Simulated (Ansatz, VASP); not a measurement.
MgO: VASP beside Ansatz

```
Mg O
1.0
     3.48410    0.00000    0.00000
    -1.74205    3.01732    0.00000
     0.00000    0.00000    4.18569
Mg O
2 2
Direct
  0.66667 0.33333 0.75000
  0.33333 0.66667 0.25000
  0.66667 0.33333 0.25000
  0.33333 0.66667 0.75000
```

Alike in both runs: functional r2SCAN; k mesh 6 × 6 × 6; occupations gaussian, width 0.02 eV; no spin polarisation.

Ansatz relaxed the structure, and its values are those at the end. VASP's run is a single point on that final structure, the one shown.

|  | VASP | Ansatz |
| --- | --- | --- |
| version | VASP 6.6.1 | Ansatz 0.2.0 |
| potentials or method | VASP PAW PBE potentials, release 64 (Mg_sv, O), cutoff 660 eV | scalar-relativistic, plane waves, PAW |
| valence electrons in the cell | 32 | 32 |

```tsv
	VASP	Ansatz	Ansatz less VASP
gap on the k mesh at the Fermi level (eV)	4.10	4.09	-0.012
least direct gap on the mesh (eV)	4.10	4.09	-0.012
pressure (GPa)	-0.3	0.0	+0.28
```

VASP's potentials were made for PBE, not for r2SCAN.
